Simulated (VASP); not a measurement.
## Sc2B2Sb: single point with PBE

The system is Sc2B2Sb.

```xyz
5
Lattice="4.1160 0.0000 0.0000 -2.0580 3.5645 0.0000 0.0000 0.0000 6.0244" Properties=species:S:1:pos:R:3 pbc="T T T"
Sc    0.0000    2.3764    3.0122
Sc    2.0580    1.1882    3.0122
B     0.0000    0.0000    3.9764
B     0.0000    0.0000    2.0481
Sb    0.0000    0.0000    0.0000
```

The cell was generated, and may not be a known phase.

```
Program             : VASP 6.6.1
Task                : single point
Functional          : PBE
Potentials or basis : VASP PAW PBE potentials, release 64 (Sc_sv, B, Sb)
Cutoff              : 520 eV
k mesh              : 6 × 6 × 4
Occupations         : gaussian, width 0.1 eV
Spin                : no spin polarisation
```

| Property | Result |
| --- | --- |
| Pressure | 9.5 GPa |
| Largest force | 3.948 eV/Å |
| Band gap on the k mesh | zero (an odd number of electrons rules out a gap without spin polarisation) |

Forces on the atoms (eV/Å):
```
Sc   0.000  0.000  0.000
Sc   0.000  0.000  0.000
B    0.000  0.000 -3.948
B    0.000  0.000  3.948
Sb   0.000  0.000  0.000
```

Stress tensor (GPa, compression positive):
```
9.61 0.00 0.00
0.00 9.61 0.00
0.00 0.00 9.29
```

Levels at points of the mesh, in eV from the Fermi level:
```
           k point  band 14  band 15  band 16  band 17  band 18  band 19
(0.00, 0.00, 0.00)     0.29     0.29     0.32     0.32     0.47     1.22
(0.50, 0.00, 0.00)    -1.87    -1.35    -1.29    -0.12    -0.09     0.61
(0.00, 0.00, 0.50)    -1.29    -1.15    -1.15     0.24     0.24     1.44
(0.50, 0.00, 0.50)    -2.71    -2.35    -2.03     0.02     0.87     1.06
```

Wall time 92 s on 1 thread of Oxide Virtual Turin-like Processor, with other jobs on the host, peak memory 0.19 GiB.

Caveat: the cell stands under pressure; spin-orbit coupling is left out, which moves the levels of the heavy elements; an odd number of electrons without spin polarisation forces a metal; a magnetic or distorted state may lie lower.
